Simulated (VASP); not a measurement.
A run of VASP 6.6.1 is set up as follows.

The input INCAR:

```
PREC = Accurate ; ENCUT = 520
EDIFF = 1E-6 ; ISMEAR = 0
SIGMA = 0.012 ; LREAL = F
LASPH = T ; NELM = 100
ALGO = Normal ; ISIF = 2
LWAVE = F ; LCHARG = T
GGA = PE ; LELF = T
LVHAR = T ; NBANDS = 16
```

KPOINTS

```
regular mesh
0
Gamma
  10 10 9
```

The input POSCAR:

```
WC
1.0
    2.9065000000      0.0000000000      0.0000000000
   -1.4532500000      2.5171028361      0.0000000000
    0.0000000000      0.0000000000      2.8366000000
W C
1 1
Direct
    0.0000000000      0.0000000000      0.0000000000
    0.6666666667      0.3333333333      0.5000000000
```

Potentials or basis: VASP PAW PBE potentials, release 64 (W_sv, C).

The run is started by

```bash
$ cat potpaw_PBE.64/W_sv/POTCAR potpaw_PBE.64/C/POTCAR > POTCAR
$ mpirun -np 1 vasp_std > vasp.out
```

Task: Estimate the band gap on the k mesh.

Result: Zero (band 9 reaches 11.73 eV, above the bottom of band 10 at 10.54 eV).

Task: Predict the pressure.

Result: 6.7 GPa.

Stress tensor (GPa, compression positive):
```
6.89 0.00 0.00
0.00 6.89 0.00
0.00 0.00 6.23
```

Caveat: spin-orbit coupling is left out, which moves the levels of the heavy elements.
